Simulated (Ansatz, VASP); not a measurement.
## One calculation of O, two programs

Contents of INCAR:

```
SYSTEM = O
PREC = Accurate
ENCUT = 520
EDIFF = 1E-8
ISMEAR = -1
SIGMA = 0.02
LREAL = .FALSE.
LASPH = .TRUE.
NELM = 100
ALGO = Normal
ISIF = 2
LWAVE = .FALSE.
LCHARG = .FALSE.
GGA = PE
LEFG = .TRUE.
NBANDS = 13
```

File KPOINTS:

```
regular mesh
0
G
  10 10 10
  0 0 0
```

File POSCAR:

```
O
1.0
    1.4233490221      0.8217709410      3.4083000000
   -1.4233490221      0.8217709410      3.4083000000
    0.0000000000     -1.6435418821      3.4083000000
O
2
Direct
    0.0577000000      0.0577000000      0.0577000000
    0.9423000000      0.9423000000      0.9423000000
```

Input for Ansatz:

```yaml
crystal:
  lattice:
    - [1.4233490221, 0.821770941, 3.4083]
    - [-1.4233490221, 0.821770941, 3.4083]
    - [0.0, -1.6435418821, 3.4083]
  atoms:
    - { symbol: O, position: [0.0577, 0.0577, 0.0577] }
    - { symbol: O, position: [0.9423, 0.9423, 0.9423] }
kpoints:
  mp_grid: { grid: [10, 10, 10] }
  band_path:
    path:
      - [0.0, 0.0, 0.0]
      - [0.5, 0.5, 0.5]
      - [0.7945777149, 0.2054222851, 0.5]
      - [0.5, -0.2054222851, 0.2054222851]
      - [0.5, 0.0, 0.0]
      - [0.0, 0.0, 0.0]
      - [0.3527111426, -0.3527111426, 0.0]
      - [0.6472888574, 0.0, 0.3527111426]
      - [0.5, 0.0, 0.5]
    npoints: 8
scf:
  occupations: { method: fermi_dirac, width: 0.02 }
hamiltonian:
  xc: pbe
  pseudopotentials: { kind: paw }
output:
  forces: true
  stress: true
  eigenvalues: true
  efg: { contact_densities: true }
  populations: true
  bader: true
  dos: { projected: true, de: 0.2, e_range: [-14, 8] }
```

Alike in both runs: task electric field gradients; functional PBE; k mesh 10 × 10 × 10; occupations fermi-dirac, width 0.02 eV; no spin polarisation.

|  | VASP | Ansatz |
| --- | --- | --- |
| version | VASP 6.6.1 | Ansatz 0.2.0 |
| potentials or method | VASP PAW PBE potentials, release 64 (O) | PAW with Ansatz's default frozen-core files, scalar-relativistic |
| plane-wave cutoff (eV) | 520 | 420 |
| valence electrons in the cell | 12 | 12 |

```csv
,VASP,Ansatz,Ansatz less VASP
pressure (GPa),9.3,5.3,-4.05
"traceless stress, the component that is largest in VASP (GPa)",31.20,22.40,-8.808
rms of the force components (eV/Å),2.481,1.497,-0.9831
size of Vzz on the site where it differs most (V/Å²),118.6,117.5,-1.09
```

Atom by atom the forces differ by 0.983 eV/Å (rms over components).

Noted on VASP's run: the standard files for N, O and F lose accuracy on very short bonds; spin is off for a triplet molecule.
